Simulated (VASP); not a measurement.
# YZr2 (Fd-3m) in VASP: a series of runs

The runs below take YZr2 through single point, with PBE.

All numbers are computed with VASP 6.6.1; they aren't measurements. Logs are shortened: lines on timing, memory, paths and dates and some standing lists are left out, and cuts for length are marked.

### Step 1. The cell of the first run

Symmetry: Fd-3m, No. 227, cubic system. Conventional cell: a = 7.818 Å, b = 7.818 Å, c = 7.818 Å, α = 90.00°, β = 90.00°, γ = 90.00°. Within 4.3 Å of Y (site symmetry -43m) lie 12 Zr at 3.24 Å and 4 Y at 3.39 Å. Within 3.6 Å of Zr (site symmetry -3m) lie 6 Zr at 2.76 Å and 6 Y at 3.24 Å.

### Step 2. Single point, PBE

The input, INCAR:

```
PREC = Accurate
ENCUT = 520
EDIFF = 1E-7
ISMEAR = 0
SIGMA = 0.1
LREAL = F
LASPH = T
NELM = 60
ALGO = Fast
ISIF = 2
LWAVE = F
LCHARG = T
GGA = PE
LELF = T
LVHAR = T
NBANDS = 44
```

The input, KPOINTS:

```
regular mesh
0
Gamma
  4 4 4
```

The input, POSCAR:

```
YZr2
1.0
    0.0000000000      3.9087866379      3.9087866379
    3.9087866379      0.0000000000      3.9087866379
    3.9087866379      3.9087866379      0.0000000000
Y Zr
2 4
Direct
    0.0000000000      0.0000000000      0.0000000000
    0.2500000000      0.2500000000      0.2500000000
    0.6250000000      0.6250000000      0.6250000000
    0.1250000000      0.6250000000      0.6250000000
    0.6250000000      0.6250000000      0.1250000000
    0.6250000000      0.1250000000      0.6250000000
```

Potentials or basis: VASP PAW PBE potentials, release 64 (Y_sv, Zr_sv).

Started as:

```
cat potpaw_PBE.64/Y_sv/POTCAR potpaw_PBE.64/Zr_sv/POTCAR > POTCAR
mpirun -np 1 vasp_std > vasp.out
```

OUTCAR:

```text
PREC = Accurate
   ENCUT = 520
   EDIFF = 1E-7
   ISMEAR = 0
   LREAL = F
   LASPH = T
   NELM = 60
   ISIF = 2
   GGA = PE

 ion  position               nearest neighbor table
   1  0.000  0.000  0.000-   3 3.24   5 3.24   6 3.24   3 3.24   4 3.24   5 3.24   3 3.24   4 3.24
                             6 3.24   4 3.24   5 3.24   6 3.24   2 3.39   2 3.39   2 3.39   2 3.39
   2  0.250  0.250  0.250-   4 3.24   5 3.24   6 3.24   3 3.24   4 3.24   6 3.24   3 3.24   4 3.24
                             5 3.24   3 3.24   5 3.24   6 3.24   1 3.39   1 3.39   1 3.39   1 3.39
   3  0.625  0.625  0.625-   4 2.76   5 2.76   6 2.76   5 2.76   6 2.76   4 2.76   1 3.24   2 3.24
                             1 3.24   2 3.24   1 3.24   2 3.24
   4  0.125  0.625  0.625-   3 2.76   5 2.76   6 2.76   3 2.76   5 2.76   6 2.76   2 3.24   1 3.24
                             1 3.24   2 3.24   2 3.24   1 3.24
   5  0.625  0.625  0.125-   3 2.76   3 2.76   4 2.76   6 2.76   6 2.76   4 2.76   1 3.24   2 3.24
                             1 3.24   2 3.24   1 3.24   2 3.24
   6  0.625  0.125  0.625-   3 2.76   5 2.76   3 2.76   4 2.76   5 2.76   4 2.76   2 3.24   1 3.24
                             2 3.24   2 3.24   1 3.24   1 3.24

  LATTYP: Found a face centered cubic cell.
 ALAT       =     7.8175732758

  Lattice vectors:

 A1 = (   0.0000000000,   3.9087866379,   3.9087866379)
 A2 = (   3.9087866379,   0.0000000000,   3.9087866379)
 A3 = (   3.9087866379,   3.9087866379,   0.0000000000)

Analysis of symmetry for initial positions (statically):
=====================================================================
 Subroutine PRICEL returns:
 Original cell was already a primitive cell.

 Routine SETGRP: Setting up the symmetry group for a
 face centered cubic supercell.

 Subroutine GETGRP returns: Found 48 space group operations
 (whereof 24 operations were pure point group operations)
 out of a pool of 48 trial point group operations.

The static configuration has the point symmetry T_d .
 The point group associated with its full space group is O_h .

Analysis of symmetry for dynamics (positions and initial velocities):
=====================================================================
 Subroutine PRICEL returns:
 Original cell was already a primitive cell.

 Routine SETGRP: Setting up the symmetry group for a
 face centered cubic supercell.

 Subroutine GETGRP returns: Found 48 space group operations
 (whereof 24 operations were pure point group operations)
 out of a pool of 48 trial point group operations.

The dynamic configuration has the point symmetry T_d .
[... 97 lines left out ...]
   ISIF   =      2    stress and relaxation
   ISYM   =      2    0-nonsym 1-usesym 2-fastsym
   POTIM  = 0.5000    time-step for ionic-motion
   TEBEG  =    0.0;   TEEND  =   0.0 temperature during run
   PSTRESS=    0.0 pullay stress
   NELECT =      70.0000    total number of electrons
   NUPDOWN=      -1.0000    fix difference up-down
   EMIN   =  10.00;   EMAX   =-10.00  energy-range for DOS
   EFERMI =   0.00;   METHOD = LEGACY
   ISMEAR =     0;   SIGMA  =   0.10  broadening in eV -4-tet -1-fermi 0-gaus
   EFERMI_NEDOS =   21; number of points for ismear=-14 and -15
   IALGO  =     68    algorithm
   IMIX   =      4    mixing-type and parameters
     AMIX     =   0.40;   BMIX     =  1.00
     AMIX_MAG =   1.60;   BMIX_MAG =  1.00
  volume/ion in A,a.u.               =      19.91       134.34
  Fermi-wavevector in a.u.,A,eV,Ry     =   1.370005  2.588934 25.536968  1.876914
  Thomas-Fermi vector in A             =   2.495830
   LORBIT       =      0    0 simple, 1 ext, 2 COOP (PROOUT), +10 PAW based schemes
   GGA     = PE    functional components
   LHFCALC =     F    Hartree Fock is set to
   AEXX    =    0.0000 exact exchange contribution
   IVDW    =     0    specifies the selected vdW correction
   LEPSILON=     F    determine dielectric tensor
   LRPA    =     F    only Hartree local field effects (RPA)
 non-spin polarized calculation
 RMM-DIIS sequential band-by-band and
 Gauss-broadening in eV      SIGMA  =   0.10
  energy-cutoff  :      520.00
  volume of cell :      119.44
 maximum number of plane-waves:      3250
 NGX is ok and might be reduce to    42
   NGX = 21   NGY = 21   NGZ = 21

 number of electron      69.9999999 magnetization

 Free energy of the ion-electron system (eV)
  ---------------------------------------------------
  ext. energy  EPLUGINS =         0.00000000
  ---------------------------------------------------
  free energy    TOTEN  =       -42.65322257 eV

  energy without entropy =      -42.59964040  energy(sigma->0) =      -42.62643149

 E-fermi :   8.9334     XC(G=0): -11.6723

 val. band max:        8.9184553534   @ k =   0.5000   0.0000   0.0000
 cond. band min:       8.9429865810   @ k =   0.5000   0.2500   0.0000
 fundamental gap:      0.0245312276
 Fermi energy:         8.9333522919

 k-point     1 :       0.0000    0.0000    0.0000
  band No.  band energies     occupation
      1     -39.0887      2.00000
      2     -38.5831      2.00000
      3     -38.5831      2.00000
      4     -38.5831      2.00000
      5     -32.6556      2.00000
      6     -32.5643      2.00000
[... 365 lines left out ...]
     43      11.4735      0.00000
     44      11.4735      0.00000

------------------------ aborting loop because EDIFF is reached ----------------------------------------

  FORCE on cell =-STRESS in cart. coord.  units (eV):
  Direction    XX          YY          ZZ          XY          YZ          ZX
  --------------------------------------------------------------------------------------
  -------------------------------------------------------------------------------------
  Total       20.7056128     20.7056128     20.7056128     -0.0000000      0.0000000     -0.0000000
  in kB      277.7427817    277.7427817    277.7427817     -0.0000000      0.0000000     -0.0000000
  external PRESSURE =     277.7427817 kB  Pullay stress =       0.0000000 kB

 VOLUME and BASIS-vectors are now :
 -----------------------------------------------------------------------------
  energy-cutoff  :      520.00
  volume of cell :      119.44
      direct lattice vectors                 reciprocal lattice vectors
     0.000000000  3.908786638  3.908786638    -0.127916933  0.127916933  0.127916933
     3.908786638  0.000000000  3.908786638     0.127916933 -0.127916933  0.127916933
     3.908786638  3.908786638  0.000000000     0.127916933  0.127916933 -0.127916933

 POSITION                                       TOTAL-FORCE (eV/Angst)
 -----------------------------------------------------------------------------------
      0.00000      0.00000      0.00000        -0.000000     -0.000000     -0.000000
      1.95439      1.95439      1.95439         0.000000      0.000000      0.000000
      4.88598      4.88598      4.88598        -0.000000     -0.000000     -0.000000
      4.88598      2.93159      2.93159        -0.000000     -0.000000      0.000000
      2.93159      2.93159      4.88598        -0.000000     -0.000000     -0.000000
      2.93159      4.88598      2.93159        -0.000000     -0.000000     -0.000000
 -----------------------------------------------------------------------------------
    total drift:                                0.000000      0.000000      0.000000

  FREE ENERGIE OF THE ION-ELECTRON SYSTEM (eV)
  ---------------------------------------------------
  free  energy   TOTEN  =       -42.6532225702 eV

  energy  without entropy=      -42.5996404042  energy(sigma->0) =      -42.62643149
```

stdout:

```text
POSCAR found type information on POSCAR Y Zr
 POSCAR found :  2 types and       6 ions
[... 36 lines left out ...]
 num prob  num prob  num prob  num prob  num prob  num prob  num prob  num prob  num prob  num prob  num prob  num prob  num prob  num prob  num prob  num prob  num prob  num prob  num prob  num prob  num prob  num prob  num prob  num prob  num prob  num prob  num prob  num prob  num prob  num prob  num prob  num prob RMM:  39    -0.426532211726E+02   -0.25278E-06   -0.30322E-06   398   0.259E-03    0.423E-03
 num prob  num prob  num prob  num prob  num prob  num prob  num prob  num prob  num prob  num prob  num prob  num prob  num prob  num prob  num prob  num prob  num prob  num prob  num prob  num prob  num prob  num prob  num prob  num prob  num prob  num prob  num prob  num prob  num prob  num prob  num prob  num prob  num prob  num prob  num prob  num prob  num prob  num prob
```

It took 3.8 min on 1 thread of Intel Xeon Platinum 8488C (Sapphire Rapids), shared host; peak memory 0.28 GiB.

Results:

| Item | Value |
| --- | --- |
| Free energy | -42.6532 eV |
| Pressure | 27.8 GPa |
| Band gap on the k mesh | zero (bands 35 and 36 overlap by 0.75 eV) |

Levels at points of the mesh, in eV from the Fermi level:
```tsv
k point	band 32	band 33	band 34	band 35	band 36	band 37
(0.00, 0.00, 0.00)	-1.55	-0.80	-0.80	0.38	0.38	1.39
(0.50, 0.00, 0.00)	-0.99	-0.03	-0.03	-0.01	-0.01	0.22
(0.50, 0.50, 0.00)	-1.15	-0.52	-0.52	0.06	0.06	0.22
```

Caveat: the cell stands under pressure.

### Step 3. Single point, PBE

This run uses another cell than the first one, of 26.45 Å³/atom.

The input, INCAR:

```
SYSTEM = YZr2
PREC     = Accurate       ! precision mode
ENCUT    = 520            ! plane-wave cutoff, eV
EDIFF    = 1E-6           ! SCF threshold, eV
ISMEAR   = 0              ! smearing method
SIGMA    = 0.1            ! smearing width, eV
LREAL    = .False.        ! projectors in reciprocal space
LASPH    = .True.         ! aspherical terms in the spheres
NELM     = 80             ! most SCF steps
ALGO     = Normal         ! electronic algorithm
ISIF     = 2              ! what is computed and relaxed
LWAVE    = .False.        ! write WAVECAR
LCHARG   = .False.        ! write CHGCAR
GGA      = PE             ! functional
NBANDS   = 44             ! bands
```

The input, KPOINTS:

```
regular mesh
0
Gamma
  4 4 4
  0 0 0
```

POSCAR, as its differences from that of step 2:

```diff
@@ -2,5 +2,5 @@
 1.0
-    0.0000000000      3.9087866379      3.9087866379
-    3.9087866379      0.0000000000      3.9087866379
-    3.9087866379      3.9087866379      0.0000000000
+    0.0000000000      4.2972957105      4.2972957105
+    4.2972957105      0.0000000000      4.2972957105
+    4.2972957105      4.2972957105      0.0000000000
 Y Zr
```

Potentials or basis: VASP PAW PBE potentials, release 64 (Y_sv, Zr_sv).

Started as:

```
cat potpaw_PBE.64/Y_sv/POTCAR potpaw_PBE.64/Zr_sv/POTCAR > POTCAR
mpirun -np 1 vasp_std > vasp.out
```

OUTCAR:

```text
SYSTEM = YZr2
   PREC = Accurate
   ENCUT = 520
   EDIFF = 1E-6
   ISMEAR = 0
   LREAL = .False.
   LASPH = .True.
   NELM = 80
   ISIF = 2
   GGA = PE

 ion  position               nearest neighbor table
   1  0.000  0.000  0.000-   3 3.56   3 3.56   4 3.56   5 3.56   6 3.56   4 3.56   6 3.56   5 3.56
                             5 3.56   3 3.56   4 3.56   6 3.56   2 3.72   2 3.72   2 3.72   2 3.72
   2  0.250  0.250  0.250-   4 3.56   5 3.56   6 3.56   3 3.56   3 3.56   6 3.56   3 3.56   5 3.56
                             4 3.56   5 3.56   4 3.56   6 3.56   1 3.72   1 3.72   1 3.72   1 3.72
   3  0.625  0.625  0.625-   4 3.04   5 3.04   6 3.04   5 3.04   6 3.04   4 3.04   1 3.56   2 3.56
                             1 3.56   2 3.56   1 3.56   2 3.56
   4  0.125  0.625  0.625-   3 3.04   5 3.04   6 3.04   3 3.04   5 3.04   6 3.04   1 3.56   2 3.56
                             1 3.56   2 3.56   2 3.56   1 3.56
   5  0.625  0.625  0.125-   3 3.04   3 3.04   4 3.04   6 3.04   6 3.04   4 3.04   1 3.56   2 3.56
                             1 3.56   2 3.56   1 3.56   2 3.56
   6  0.625  0.125  0.625-   3 3.04   5 3.04   3 3.04   4 3.04   5 3.04   4 3.04   1 3.56   2 3.56
                             1 3.56   2 3.56   1 3.56   2 3.56

  LATTYP: Found a face centered cubic cell.
 ALAT       =     8.5945914210

  Lattice vectors:

 A1 = (   0.0000000000,   4.2972957105,   4.2972957105)
 A2 = (   4.2972957105,   0.0000000000,   4.2972957105)
 A3 = (   4.2972957105,   4.2972957105,   0.0000000000)

Analysis of symmetry for initial positions (statically):
=====================================================================
 Subroutine PRICEL returns:
 Original cell was already a primitive cell.

 Routine SETGRP: Setting up the symmetry group for a
 face centered cubic supercell.

 Subroutine GETGRP returns: Found 48 space group operations
 (whereof 24 operations were pure point group operations)
 out of a pool of 48 trial point group operations.

The static configuration has the point symmetry T_d .
 The point group associated with its full space group is O_h .

[... 127 lines left out ...]
  Thomas-Fermi vector in A             =   2.380337
   LORBIT       =      0    0 simple, 1 ext, 2 COOP (PROOUT), +10 PAW based schemes
   GGA     = PE    functional components
   LHFCALC =     F    Hartree Fock is set to
   AEXX    =    0.0000 exact exchange contribution
   IVDW    =     0    specifies the selected vdW correction
   LEPSILON=     F    determine dielectric tensor
   LRPA    =     F    only Hartree local field effects (RPA)
 non-spin polarized calculation
 Gauss-broadening in eV      SIGMA  =   0.10
  energy-cutoff  :      520.00
  volume of cell :      158.71
 maximum number of plane-waves:      4314
 NGX is ok and might be reduce to    48
   NGX = 23   NGY = 23   NGZ = 23

 number of electron      69.9999999 magnetization

 Free energy of the ion-electron system (eV)
  ---------------------------------------------------
  ext. energy  EPLUGINS =         0.00000000
  ---------------------------------------------------
  free energy    TOTEN  =       -45.56848332 eV

  energy without entropy =      -45.48546778  energy(sigma->0) =      -45.52697555

 E-fermi :   6.3432     XC(G=0): -10.3895

 val. band max:        6.3394411070   @ k =   0.5000   0.2500   0.0000
 cond. band min:       6.3644807656   @ k =   0.2500   0.2500   0.0000
 fundamental gap:      0.0250396585
 Fermi energy:         6.3431827802

 k-point     1 :       0.0000    0.0000    0.0000
  band No.  band energies     occupation
      1     -42.0901      2.00000
      2     -41.9151      2.00000
      3     -41.9151      2.00000
      4     -41.9151      2.00000
      5     -36.1446      2.00000
      6     -36.1182      2.00000
[... 365 lines left out ...]
     43       8.3768      0.00000
     44       8.3768      0.00000

------------------------ aborting loop because EDIFF is reached ----------------------------------------

  FORCE on cell =-STRESS in cart. coord.  units (eV):
  Direction    XX          YY          ZZ          XY          YZ          ZX
  --------------------------------------------------------------------------------------
  -------------------------------------------------------------------------------------
  Total        0.2459534      0.2459534      0.2459534      0.0000000      0.0000000      0.0000000
  in kB        2.4828339      2.4828339      2.4828339      0.0000000      0.0000000      0.0000000
  external PRESSURE =       2.4828339 kB  Pullay stress =       0.0000000 kB

 VOLUME and BASIS-vectors are now :
 -----------------------------------------------------------------------------
  energy-cutoff  :      520.00
  volume of cell :      158.71
      direct lattice vectors                 reciprocal lattice vectors
     0.000000000  4.297295711  4.297295711    -0.116352244  0.116352244  0.116352244
     4.297295711  0.000000000  4.297295711     0.116352244 -0.116352244  0.116352244
     4.297295711  4.297295711  0.000000000     0.116352244  0.116352244 -0.116352244

 POSITION                                       TOTAL-FORCE (eV/Angst)
 -----------------------------------------------------------------------------------
      0.00000      0.00000      0.00000        -0.000000     -0.000000     -0.000000
      2.14865      2.14865      2.14865         0.000000      0.000000      0.000000
      5.37162      5.37162      5.37162        -0.000000     -0.000000     -0.000000
      5.37162      3.22297      3.22297        -0.000000     -0.000000     -0.000000
      3.22297      3.22297      5.37162        -0.000000     -0.000000     -0.000000
      3.22297      5.37162      3.22297        -0.000000     -0.000000     -0.000000
 -----------------------------------------------------------------------------------
    total drift:                                0.000000      0.000000     -0.000000

  FREE ENERGIE OF THE ION-ELECTRON SYSTEM (eV)
  ---------------------------------------------------
  free  energy   TOTEN  =       -45.5684833154 eV

  energy  without entropy=      -45.4854677817  energy(sigma->0) =      -45.52697555
```

OSZICAR:

```text
N       E                     dE             d eps       ncg     rms          rms(c)
DAV:   1     0.640907185099E+03    0.64091E+03   -0.36844E+04   704   0.157E+03
DAV:   2     0.988856915115E+01   -0.63102E+03   -0.61894E+03   784   0.445E+02
DAV:   3    -0.418524506736E+02   -0.51741E+02   -0.50151E+02  1144   0.868E+01
DAV:   4    -0.469929959845E+02   -0.51405E+01   -0.50951E+01  1040   0.248E+01
DAV:   5    -0.473449878473E+02   -0.35199E+00   -0.35172E+00   988   0.489E+00    0.431E+01
DAV:   6    -0.458747875891E+02    0.14702E+01   -0.41969E+00   872   0.742E+00    0.315E+01
DAV:   7    -0.458694693420E+02    0.53182E-02   -0.57244E+00   916   0.779E+00    0.395E+00
DAV:   8    -0.455712736453E+02    0.29820E+00   -0.21224E+00   852   0.333E+00    0.478E+00
DAV:   9    -0.455690664678E+02    0.22072E-02   -0.22570E-01   956   0.149E+00    0.751E-01
DAV:  10    -0.455687204099E+02    0.34606E-03   -0.12221E-02   832   0.523E-01    0.232E-01
DAV:  11    -0.455684714377E+02    0.24897E-03   -0.15271E-03   964   0.183E-01    0.657E-02
DAV:  12    -0.455684855079E+02   -0.14070E-04   -0.13003E-04   896   0.518E-02    0.221E-02
DAV:  13    -0.455684840867E+02    0.14212E-05   -0.12517E-05   844   0.130E-02    0.987E-03
DAV:  14    -0.455684833154E+02    0.77133E-06   -0.15131E-06   556   0.491E-03
   1 F= -.45568483E+02 E0= -.45526976E+02  d E =-.830155E-01
```

Wall time 83 s (1 thread of Intel Xeon Platinum 8488C (Sapphire Rapids), shared host); peak memory 0.34 GiB.

What came out:

```yaml
Free_energy: -45.5685 eV
Pressure: 0.2 GPa
Band_gap_on_the_k_mesh: zero (bands 35 and 36 overlap by 0.47 eV)
```

The gap in the log of VASP goes by the Fermi energy; the results here count the filled bands.